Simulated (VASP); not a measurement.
# AlP (l.bA) (F-43m) in VASP: further runs, part 2 of 2

VASP 6.6.1. The steps go on from the part before.

### Step 4. Single point, LDA

This run uses another cell than the first one, of 20.05 Å³/atom, 0.980 times its volume.

The input, INCAR:

```
SYSTEM = AlP
PREC     = Accurate       ! precision mode
ENCUT    = 500            ! plane-wave cutoff, eV
EDIFF    = 1E-6           ! SCF threshold, eV
ISMEAR   = 0              ! smearing method
SIGMA    = 0.02           ! smearing width, eV
LREAL    = .FALSE.        ! projectors in reciprocal space
LASPH    = .TRUE.         ! aspherical terms in the spheres
NELM     = 120            ! most SCF steps
ALGO     = Normal         ! electronic algorithm
ISIF     = 2              ! what is computed and relaxed
LWAVE    = .FALSE.        ! write WAVECAR
LCHARG   = .FALSE.        ! write CHGCAR
GGA      = CA             ! functional
NBANDS   = 11             ! bands
GGA_COMPAT= .FALSE.
```

The input, KPOINTS:

```
Automatic mesh
0
G
  10 10 10
  0 0 0
```

The input, POSCAR:

```
AlP
1.0
    0.0000000000      2.7168541817      2.7168541817
    2.7168541817      0.0000000000      2.7168541817
    2.7168541817      2.7168541817      0.0000000000
Al P
1 1
Direct
    0.0000000000      0.0000000000      0.0000000000
    0.2500000000      0.2500000000      0.2500000000
```

Potentials or basis: VASP PAW LDA potentials, release 64 (Al, P).

Launch:

```bash
$ cat potpaw_LDA.64/Al/POTCAR potpaw_LDA.64/P/POTCAR > POTCAR
$ mpirun -np 1 vasp_std > vasp.out
```

OUTCAR:

```text
SYSTEM = AlP
   PREC = Accurate
   ENCUT = 500
   EDIFF = 1E-6
   ISMEAR = 0
   LREAL = .FALSE.
   LASPH = .TRUE.
   NELM = 120
   ISIF = 2
   GGA = CA

 ion  position               nearest neighbor table
   1  0.000  0.000  0.000-   2 2.35   2 2.35   2 2.35   2 2.35
   2  0.250  0.250  0.250-   1 2.35   1 2.35   1 2.35   1 2.35

  LATTYP: Found a face centered cubic cell.
 ALAT       =     5.4337083634

  Lattice vectors:

 A1 = (   0.0000000000,   2.7168541817,   2.7168541817)
 A2 = (   2.7168541817,   0.0000000000,   2.7168541817)
 A3 = (   2.7168541817,   2.7168541817,   0.0000000000)

Analysis of symmetry for initial positions (statically):
=====================================================================
 Subroutine PRICEL returns:
 Original cell was already a primitive cell.

 Routine SETGRP: Setting up the symmetry group for a
 face centered cubic supercell.

 Subroutine GETGRP returns: Found 24 space group operations
 (whereof 24 operations were pure point group operations)
 out of a pool of 48 trial point group operations.

The static configuration has the point symmetry T_d .

Analysis of symmetry for dynamics (positions and initial velocities):
=====================================================================
 Subroutine PRICEL returns:
 Original cell was already a primitive cell.

 Routine SETGRP: Setting up the symmetry group for a
 face centered cubic supercell.

 Subroutine GETGRP returns: Found 24 space group operations
 (whereof 24 operations were pure point group operations)
 out of a pool of 48 trial point group operations.

The dynamic configuration has the point symmetry T_d .

 Subroutine INISYM returns: Found 24 space group operations
 (whereof 24 operations are pure point group operations),
 and found     1 'primitive' translations

----------------------------------------------------------------------------------------

                                     Primitive cell

  volume of cell :      40.1078

  direct lattice vectors                    reciprocal lattice vectors
[... 112 lines left out ...]
   GGA     = CA    functional components
   LHFCALC =     F    Hartree Fock is set to
   AEXX    =    0.0000 exact exchange contribution
   IVDW    =     0    specifies the selected vdW correction
   LEPSILON=     F    determine dielectric tensor
   LRPA    =     F    only Hartree local field effects (RPA)
 non-spin polarized calculation
 Gauss-broadening in eV      SIGMA  =   0.02
  energy-cutoff  :      500.00
  volume of cell :       40.11
 maximum number of plane-waves:      1034
   NGX = 13   NGY = 13   NGZ = 13

 number of electron       8.0000000 magnetization

 Free energy of the ion-electron system (eV)
  ---------------------------------------------------
  ext. energy  EPLUGINS =         0.00000000
  ---------------------------------------------------
  free energy    TOTEN  =       -11.41324446 eV

  energy without entropy =      -11.41324446  energy(sigma->0) =      -11.41324446

 E-fermi :   4.6630     XC(G=0):  -9.5042

 val. band max:        4.5836400399   @ k =   0.0000   0.0000   0.0000
 cond. band min:       5.9980163883   @ k =   0.5000   0.5000   0.0000
 fundamental gap:      1.4143763484
 Fermi energy:         4.6630139911

 k-point     1 :       0.0000    0.0000    0.0000
  band No.  band energies     occupation
      1      -7.0051      2.00000
      2       4.5836      2.00000
      3       4.5836      2.00000
      4       4.5836      2.00000
      5       7.8263      0.00000
      6       9.0766      0.00000
      7       9.0766      0.00000
      8       9.0766      0.00000
      9      13.4132      0.00000
     10      13.4132      0.00000
     11      14.6703      0.00000
[... 309 lines left out ...]
 k-point    24 :       0.4000    0.3000    0.0000
  band No.  band energies     occupation
      1      -5.3114      2.00000
      2       0.2238      2.00000
      3       2.4626      2.00000
      4       2.8008      2.00000
      5       6.8338      0.00000
      6       7.9159      0.00000
      7      12.5237      0.00000
      8      12.7926      0.00000
      9      15.1365      0.00000
     10      16.1116      0.00000
     11      18.1298      0.00000

 [... further k-points ...]
[... 5 lines left out ...]
  --------------------------------------------------------------------------------------
  -------------------------------------------------------------------------------------
  Total        0.0144868      0.0144868      0.0144868      0.0000000      0.0000000      0.0000000
  in kB        0.5787027      0.5787027      0.5787027      0.0000000      0.0000000      0.0000000
  external PRESSURE =       0.5787027 kB  Pullay stress =       0.0000000 kB

 VOLUME and BASIS-vectors are now :
 -----------------------------------------------------------------------------
  energy-cutoff  :      500.00
  volume of cell :       40.11
      direct lattice vectors                 reciprocal lattice vectors
     0.000000000  2.716854182  2.716854182    -0.184036377  0.184036377  0.184036377
     2.716854182  0.000000000  2.716854182     0.184036377 -0.184036377  0.184036377
     2.716854182  2.716854182  0.000000000     0.184036377  0.184036377 -0.184036377

 POSITION                                       TOTAL-FORCE (eV/Angst)
 -----------------------------------------------------------------------------------
      0.00000      0.00000      0.00000         0.000000      0.000000      0.000000
      1.35843      1.35843      1.35843        -0.000000     -0.000000     -0.000000
 -----------------------------------------------------------------------------------
    total drift:                               -0.000000     -0.000000     -0.000000

  FREE ENERGIE OF THE ION-ELECTRON SYSTEM (eV)
  ---------------------------------------------------
  free  energy   TOTEN  =       -11.4132444614 eV

  energy  without entropy=      -11.4132444614  energy(sigma->0) =      -11.41324446
```

OSZICAR:

```text
N       E                     dE             d eps       ncg     rms          rms(c)
DAV:   1     0.105911912683E+02    0.10591E+02   -0.30746E+03  1042   0.545E+02
DAV:   2    -0.109781589272E+02   -0.21569E+02   -0.20600E+02  1343   0.899E+01
DAV:   3    -0.118434299795E+02   -0.86527E+00   -0.86398E+00  1294   0.174E+01
DAV:   4    -0.118503199923E+02   -0.68900E-02   -0.68893E-02  1258   0.190E+00
DAV:   5    -0.118504126966E+02   -0.92704E-04   -0.92704E-04  1339   0.210E-01    0.470E+00
DAV:   6    -0.114841124867E+02    0.36630E+00   -0.69413E-01  1188   0.306E+00    0.293E+00
DAV:   7    -0.114184439847E+02    0.65669E-01   -0.22659E-01  1312   0.187E+00    0.145E+00
DAV:   8    -0.114133978260E+02    0.50462E-02   -0.17296E-02  1195   0.609E-01    0.183E-01
DAV:   9    -0.114132298833E+02    0.16794E-03   -0.11997E-03  1216   0.174E-01    0.567E-02
DAV:  10    -0.114132417806E+02   -0.11897E-04   -0.41105E-05  1252   0.335E-02    0.202E-02
DAV:  11    -0.114132447573E+02   -0.29767E-05   -0.65569E-06  1206   0.137E-02    0.147E-02
DAV:  12    -0.114132444614E+02    0.29588E-06   -0.12566E-06   741   0.476E-03
   1 F= -.11413244E+02 E0= -.11413244E+02  d E =-.488828E-11
```

stdout:

```text
POSCAR found type information on POSCAR AlP
 POSCAR found :  2 types and       2 ions
 scaLAPACK will be used
 LDA part: xc-table for (Slater(with rela. corr.)+CA(PZ))
 , standard interpolation
 POSCAR, INCAR and KPOINTS ok, starting setup
 FFT: planning ... GRIDC
 FFT: planning ... GRID_SOFT
 FFT: planning ... GRID
 WAVECAR not read
 entering main loop
```

Run time: 15 s. Hardware: 1 thread of AMD EPYC 7R43 (Zen 3), shared host; peak memory 0.11 GiB.

Results:

| Quantity | Value |
| --- | --- |
| Free energy | -11.4132 eV |
| Pressure | 0.1 GPa |
| Band gap on the k mesh | 1.41 eV, indirect (least direct gap 3.24 eV) |

Levels at points of the mesh, in eV from the valence-band top:
```
           k point  band 1  band 2  band 3  band 4  band 5  band 6  band 7  band 8  band 9
(0.00, 0.00, 0.00)  -11.59    0.00    0.00    0.00    3.24    4.49    4.49    4.49    8.83
(0.50, 0.00, 0.00)   -9.86   -5.65   -0.78   -0.78    2.72    4.74    4.74    8.11   11.55
(0.50, 0.50, 0.00)   -9.17   -5.40   -2.15   -2.15    1.41    2.33   11.01   11.01   11.99
```

A k mesh can miss the band edges.

### Step 5. Relaxation of cell and atoms, LDA

The input, INCAR:

```
PREC = Accurate
ENCUT = 500
EDIFF = 1E-7
ISMEAR = 0
SIGMA = 0.02
LREAL = F
LASPH = T
NELM = 120
ALGO = Normal
ISIF = 3
LWAVE = F
LCHARG = F
IBRION = 2
NSW = 100
EDIFFG = -0.002
GGA_COMPAT = F
NELMIN = 4
```

The input, KPOINTS:

```
Automatic mesh
0
Gamma
  8 8 8
```

The input, POSCAR:

```
AlP
1.0
    0.0000000000      2.7350000000      2.7350000000
    2.7350000000      0.0000000000      2.7350000000
    2.7350000000      2.7350000000      0.0000000000
Al P
1 1
Direct
    0.0000000000      0.0000000000      0.0000000000
    0.2500000000      0.2500000000      0.2500000000
```

Launch:

```bash
$ cat potpaw_LDA.64/Al/POTCAR potpaw_LDA.64/P/POTCAR > POTCAR
$ mpirun -np 1 vasp_std > vasp.out
```

Wall time 17 s (1 thread of AMD EPYC 7R43 (Zen 3), shared host); peak memory 0.1 GiB.

It converged, with:

```yaml
Free_energy: -11.4124 eV
Relaxed_volume: 20.07 Å³/atom
Relaxed_cell: a = 3.843 Å, b = 3.843 Å, c = 3.843 Å, α = 60.00°, β = 60.00°, γ = 60.00°
Space_group_after_relaxing_to_0.05_Å: F-43m (No. 216)
Energy_gained_by_relaxing: 2.1 meV/atom
Ionic_steps: 3
Pressure_after_relaxing: 0.0 GPa
Band_gap_on_the_k_mesh: 1.42 eV, indirect (least direct gap 3.24 eV)
```

The path:
```csv
step,energy change (eV),largest force (eV/Å),pressure (GPa),volume (Å³)
1,0.0000,0.0000,-1.67,40.92
2,-0.0026,0.0000,1.09,39.66
3,-0.0041,0.0000,0.00,40.14
```

Final structure:
```
CELL_PARAMETERS angstrom
0.00000 2.71750 2.71750
2.71750 0.00000 2.71750
2.71750 2.71750 0.00000
ATOMIC_POSITIONS crystal
Al 0.00000 0.00000 0.00000
P 0.25000 0.25000 0.25000
```

Levels at points of the mesh, in eV from the valence-band top:
| k point | band 1 | band 2 | band 3 | band 4 | band 5 | band 6 | band 7 | band 8 |
| --- | --- | --- | --- | --- | --- | --- | --- | --- |
| (0.00, 0.00, 0.00) | -11.58 | 0.00 | 0.00 | 0.00 | 3.24 | 4.49 | 4.49 | 4.49 |
| (0.50, 0.00, 0.00) | -9.85 | -5.64 | -0.78 | -0.78 | 2.72 | 4.74 | 4.74 | 8.11 |
| (0.50, 0.50, 0.00) | -9.17 | -5.40 | -2.15 | -2.15 | 1.42 | 2.33 | 11.00 | 11.00 |

A k mesh can miss the band edges.

### Step 6. Summary

```csv
task,cell,k mesh,smearing,gap on the mesh (eV),pressure (GPa)
single point,"a = 3.868 Å, angles 60.0°, 2 atoms",6 × 6 × 6,gaussian 0.1 eV,1.45,-1.6
single point,"a = 3.842 Å, angles 60.0°, 2 atoms",8 × 8 × 8,gaussian 0.02 eV,1.41,0.1
single point,"a = 3.842 Å, angles 60.0°, 2 atoms",10 × 10 × 10,gaussian 0.02 eV,1.41,0.1
relaxation of cell and atoms,"relaxed from a = 3.868 Å, angles 60.0°, 2 atoms",8 × 8 × 8,gaussian 0.02 eV,1.42,0.0
```

Alike in all rows: level LDA; potentials or basis VASP PAW LDA potentials, release 64 (Al, P); no spin polarisation; cutoff (eV) 500.

Total energies depend on the potentials used, so only differences within one code and one set of settings carry meaning.
